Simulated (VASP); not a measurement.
# V (P6_3/mmc) in VASP: settings compared

The runs below take V through single point, with PBEsol, LDA.

Program: VASP 6.6.1. These are calculated values, not measurements. Logs are shortened: lines on timing, memory, paths and dates and some standing lists are left out, and cuts for length are marked.

### 1 The cell of the first run

It takes space group P6_3/mmc (No. 194, hexagonal). Conventional cell: a = 2.639 Å, b = 2.639 Å, c = 4.785 Å, α = 90.00°, β = 90.00°, γ = 120.00°. Within 3.5 Å of V (site symmetry -6m2) lie 12 V at 2.64 to 2.84 Å.

This isn't the form of V at room conditions, which is bcc.

### 2 Single point, PBEsol, collinear spin, ferromagnetic start (14.43 Å³/atom)

File INCAR:

```
SYSTEM = V
ALGO = Normal
EDIFF = 1E-7
ENCUT = 520
GGA = PS
ISIF = 2
ISMEAR = -1
ISPIN = 2
LASPH = .True.
LCHARG = .True.
LELF = .True.
LMAXMIX = 4
LORBIT = 11
LREAL = .False.
LVHAR = .True.
LWAVE = .False.
MAGMOM = 2 2
NBANDS = 24
NELM = 150
PREC = Accurate
SIGMA = 0.05
```

File KPOINTS:

```
k-points
0
Gamma
  12 12 6
  0 0 0
```

File POSCAR:

```
V
1.0
    2.6385650605      0.0000000000      0.0000000000
   -1.3192825302      2.2850643718      0.0000000000
    0.0000000000      0.0000000000      4.7854922858
V
2
Direct
    0.3333333333      0.6666666667      0.2500000000
    0.6666666667      0.3333333333      0.7500000000
```

Potentials or basis: VASP PAW PBE potentials, release 64 (V_sv).

Started as:

```console
> cat potpaw_PBE.64/V_sv/POTCAR > POTCAR
> mpirun -np 1 vasp_std > vasp.out
```

OUTCAR:

```text
SYSTEM = V
   EDIFF = 1E-7
   ENCUT = 520
   GGA = PS
   ISIF = 2
   ISMEAR = -1
   ISPIN = 2
   LASPH = .True.
   LORBIT = 11
   LREAL = .False.
   NELM = 150
   PREC = Accurate

 ion  position               nearest neighbor table
   1  0.333  0.667  0.250-   2 2.84   2 2.84   2 2.84   2 2.84   2 2.84   2 2.84
   2  0.667  0.333  0.750-   1 2.84   1 2.84   1 2.84   1 2.84   1 2.84   1 2.84

  LATTYP: Found a hexagonal cell.
 ALAT       =     2.6385650605
 C/A-ratio  =     1.8136722711

  Lattice vectors:

 A1 = (   2.6385650605,   0.0000000000,   0.0000000000)
 A2 = (  -1.3192825302,   2.2850643718,   0.0000000000)
 A3 = (   0.0000000000,   0.0000000000,   4.7854922858)

Analysis of symmetry for initial positions (statically):
=====================================================================
 Subroutine PRICEL returns:
 Original cell was already a primitive cell.

 Routine SETGRP: Setting up the symmetry group for a
 hexagonal supercell.

 Subroutine GETGRP returns: Found 24 space group operations
 (whereof 12 operations were pure point group operations)
 out of a pool of 24 trial point group operations.

The static configuration has the point symmetry D_3d.
 The point group associated with its full space group is D_6h.

Analysis of symmetry for dynamics (positions and initial velocities):
=====================================================================
 Subroutine PRICEL returns:
 Original cell was already a primitive cell.

 Routine SETGRP: Setting up the symmetry group for a
 hexagonal supercell.

 Subroutine GETGRP returns: Found 24 space group operations
 (whereof 12 operations were pure point group operations)
 out of a pool of 24 trial point group operations.

The dynamic configuration has the point symmetry D_3d.
 The point group associated with its full space group is D_6h.

Analysis of structural, dynamic, and magnetic symmetry:
=====================================================================
 Subroutine PRICEL returns:
 Original cell was already a primitive cell.

 Routine SETGRP: Setting up the symmetry group for a
 hexagonal supercell.

 Subroutine GETGRP returns: Found 24 space group operations
 (whereof 12 operations were pure point group operations)
 out of a pool of 24 trial point group operations.

The overall configuration has the point symmetry D_3d.
 The point group associated with its full space group is D_6h.

 Subroutine INISYM returns: Found 24 space group operations
 (whereof 12 operations are pure point group operations),
 and found     1 'primitive' translations

----------------------------------------------------------------------------------------

                                     Primitive cell

  volume of cell :      28.8531

  direct lattice vectors                    reciprocal lattice vectors
     2.638565060  0.000000000  0.000000000     0.378993876  0.218812216  0.000000000
    -1.319282530  2.285064372  0.000000000     0.000000000  0.437624433  0.000000000
     0.000000000  0.000000000  4.785492286     0.000000000  0.000000000  0.208964917

  length of vectors
     2.638565060  2.638565060  4.785492286     0.437624433  0.437624433  0.208964917

  position of ions in fractional coordinates (direct lattice)
     0.333333333  0.666666667  0.250000000
     0.666666667  0.333333333  0.750000000

  ion indices of the primitive-cell ions
   primitive index   ion index
                 1           1
                 2           2

----------------------------------------------------------------------------------------

 KPOINTS: k-points

Automatic generation of k-mesh.
 Grid dimensions read from file:
 generate k-points for:   12   12    6

 Generating k-lattice:

  Cartesian coordinates                     Fractional coordinates (reciprocal lattice)
     0.031582823  0.018234351  0.000000000     0.083333333  0.000000000  0.000000000
     0.000000000  0.036468703  0.000000000     0.000000000  0.083333333  0.000000000
     0.000000000  0.000000000  0.034827486     0.000000000  0.000000000  0.166666667

  Length of vectors
     0.036468703  0.036468703  0.034827486

  Shift w.r.t. Gamma in fractional coordinates (k-lattice)
     0.000000000  0.000000000  0.000000000

 Subroutine IBZKPT returns following result:
 ===========================================

 Found     76 irreducible k-points:

 Following reciprocal coordinates:
            Coordinates               Weight
  0.000000  0.000000  0.000000      1.000000
  0.083333 -0.000000  0.000000      6.000000
  0.166667 -0.000000  0.000000      6.000000
  0.250000 -0.000000  0.000000      6.000000
  0.333333 -0.000000  0.000000      6.000000
  0.416667 -0.000000  0.000000      6.000000
[... 16 lines left out ...]
  0.250000 -0.000000  0.166667     12.000000
  0.333333 -0.000000  0.166667     12.000000
 [... further k-points ...]
   k-points           NKPTS =     76   k-points in BZ     NKDIM =     76   number of bands    NBANDS=     24
   number of dos      NEDOS =    301   number of ions     NIONS =      2
   total plane-waves  NPLWV =  14400
   dimension x,y,z NGX =    20 NGY =   20 NGZ =   36
   dimension x,y,z NGXF=    40 NGYF=   40 NGZF=   72
   ions per type =               2
   NGX,Y,Z   is equivalent  to a cutoff of  12.60, 12.60, 12.51 a.u.
   NGXF,Y,Z  is equivalent  to a cutoff of  25.20, 25.20, 25.01 a.u.
 SYSTEM =  V
   PREC   = accura    normal or accurate (medium, high low for compatibility)
   ISTART =      0    job   : 0-new  1-cont  2-samecut
   ICHARG =      2    charge: 1-file 2-atom 10-const
   ISPIN  =      2    spin polarized calculation?
   LNONCOLLINEAR =      F non collinear calculations
   LSORBIT =      F    spin-orbit coupling
   LASPH  =      T    aspherical Exc in radial PAW
   ENCUT  =  520.0 eV  38.22 Ry    6.18 a.u.   4.91  4.91  8.90*2*pi/ulx,y,z
   NELM   =    150;   NELMIN=  2; NELMDL= -5     # of ELM steps
   EDIFF  = 0.1E-06   stopping-criterion for ELM
   LREAL  =      F    real-space projection
   EDIFFG = 0.1E-05   stopping-criterion for IOM
   NSW    =      0    number of steps for IOM
   IBRION =     -1    ionic relax: 0-MD 1-quasi-New 2-CG
   NFREE  =      0    steps in history (QN), initial steepest desc. (CG)
   ISIF   =      2    stress and relaxation
   ISYM   =      2    0-nonsym 1-usesym 2-fastsym
   POTIM  = 0.5000    time-step for ionic-motion
   TEBEG  =    0.0;   TEEND  =   0.0 temperature during run
   PSTRESS=    0.0 pullay stress
   NELECT =      26.0000    total number of electrons
   NUPDOWN=      -1.0000    fix difference up-down
   EMIN   =  10.00;   EMAX   =-10.00  energy-range for DOS
   EFERMI =   0.00;   METHOD = LEGACY
   ISMEAR =    -1;   SIGMA  =   0.05  broadening in eV -4-tet -1-fermi 0-gaus
   EFERMI_NEDOS =   21; number of points for ismear=-14 and -15
   IALGO  =     38    algorithm
   IMIX   =      4    mixing-type and parameters
     AMIX     =   0.40;   BMIX     =  1.00
     AMIX_MAG =   1.60;   BMIX_MAG =  1.00
  volume/ion in A,a.u.               =      14.43        97.36
  Fermi-wavevector in a.u.,A,eV,Ry     =   1.581254  2.988137 34.019524  2.500364
  Thomas-Fermi vector in A             =   2.681358
   LORBIT       =     11    0 simple, 1 ext, 2 COOP (PROOUT), +10 PAW based schemes
   GGA     = PS    functional components
   LHFCALC =     F    Hartree Fock is set to
   AEXX    =    0.0000 exact exchange contribution
   IVDW    =     0    specifies the selected vdW correction
   LEPSILON=     F    determine dielectric tensor
   LRPA    =     F    only Hartree local field effects (RPA)
 spin polarized calculation
  energy-cutoff  :      520.00
  volume of cell :       28.85
 maximum number of plane-waves:       798
 NGX is ok and might be reduce to    20
   NGX =  9   NGY =  9   NGZ = 17

 number of electron      25.9999997 magnetization       0.0010915

 number of electron      25.9999997 magnetization      -0.0001709

 Free energy of the ion-electron system (eV)
  ---------------------------------------------------
  ext. energy  EPLUGINS =         0.00000000
  ---------------------------------------------------
  free energy    TOTEN  =       -18.65938492 eV

  energy without entropy =      -18.63116747  energy(sigma->0) =      -18.64527620

 E-fermi :   9.0712     XC(G=0): -12.6674

 val. band max:        9.0591329169   @ k =   0.0833   0.0833   0.5000
 cond. band min:       9.0719484063   @ k =   0.3333   0.1667   0.5000
 fundamental gap:      0.0128154894
 Fermi energy:         9.0711975268

 spin component 1

 k-point     1 :       0.0000    0.0000    0.0000
  band No.  band energies     occupation
      1     -54.7422      1.00000
      2     -54.6499      1.00000
      3     -28.9203      1.00000
      4     -28.3591      1.00000
      5     -28.2273      1.00000
      6     -28.2273      1.00000
[... 16 lines left out ...]
     23      26.9972      0.00000
     24      29.1423      0.00000
[... 598 lines left out ...]
      2     -54.5672      1.00000
      3     -28.8285      1.00000
      4     -28.7627      1.00000
      5     -28.6619      1.00000
      6     -28.4032      1.00000
[... 16 lines left out ...]
     23      23.5976      0.00000
     24      25.6183      0.00000

 [... further k-points ...]

 spin component 2

 k-point     1 :       0.0000    0.0000    0.0000
  band No.  band energies     occupation
      1     -54.7422      1.00000
      2     -54.6499      1.00000
      3     -28.9203      1.00000
      4     -28.3591      1.00000
      5     -28.2274      1.00000
      6     -28.2274      1.00000
[... 16 lines left out ...]
     23      26.9972      0.00000
     24      29.1422      0.00000
[... 598 lines left out ...]
      2     -54.5673      1.00000
      3     -28.8285      1.00000
      4     -28.7628      1.00000
      5     -28.6619      1.00000
      6     -28.4033      1.00000
[... 16 lines left out ...]
     23      23.5975      0.00000
     24      25.6182      0.00000

 [... further k-points ...]

------------------------ aborting loop because EDIFF is reached ----------------------------------------

  FORCE on cell =-STRESS in cart. coord.  units (eV):
  Direction    XX          YY          ZZ          XY          YZ          ZX
  --------------------------------------------------------------------------------------
  -------------------------------------------------------------------------------------
  Total       -2.3046226     -2.3046226     -2.3051745     -0.0000000      0.0000000      0.0000000
  in kB     -127.9727570   -127.9727570   -128.0034033     -0.0000000      0.0000000      0.0000000
  external PRESSURE =    -127.9829725 kB  Pullay stress =       0.0000000 kB

 VOLUME and BASIS-vectors are now :
 -----------------------------------------------------------------------------
  energy-cutoff  :      520.00
  volume of cell :       28.85
      direct lattice vectors                 reciprocal lattice vectors
     2.638565060  0.000000000  0.000000000     0.378993876  0.218812216  0.000000000
    -1.319282530  2.285064372  0.000000000     0.000000000  0.437624433  0.000000000
     0.000000000  0.000000000  4.785492286     0.000000000  0.000000000  0.208964917

 POSITION                                       TOTAL-FORCE (eV/Angst)
 -----------------------------------------------------------------------------------
     -0.00000      1.52338      1.19637        -0.000000      0.000000      0.000000
      1.31928      0.76169      3.58912         0.000000     -0.000000      0.000000
 -----------------------------------------------------------------------------------
    total drift:                               -0.000000      0.000000     -0.000000

  FREE ENERGIE OF THE ION-ELECTRON SYSTEM (eV)
  ---------------------------------------------------
  free  energy   TOTEN  =       -18.6593849223 eV

  energy  without entropy=      -18.6311674705  energy(sigma->0) =      -18.64527620

 total charge

# of ion       s       p       d       tot
------------------------------------------
    1        2.334   6.198   3.039  11.571
    2        2.334   6.198   3.039  11.571
--------------------------------------------------
tot          4.668  12.396   6.079  23.142

 magnetization (x)

# of ion       s       p       d       tot
------------------------------------------
    1       -0.000  -0.000  -0.000  -0.000
    2       -0.000  -0.000  -0.000  -0.000
--------------------------------------------------
tot         -0.000  -0.000  -0.000  -0.000
```

Run time: 3 min. Hardware: 1 thread of Intel Xeon 8259CL, shared host; peak memory 0.2 GiB.

Results:

```
Free energy                                           : -18.6594 eV
Pressure                                              : -12.8 GPa
Band gap on the k mesh                                : zero (filled and empty bands overlap)
Net moment                                            : 0.00 μB per cell
Valence electrons inside the program's atomic spheres : V 11.57
```

Caveat: the cell stands under tension; the moments typed at the start vanished in this run; the PAW data sets were made with another functional, which shifts forces and pressure a little.

(Continued in part 2 of 2.)
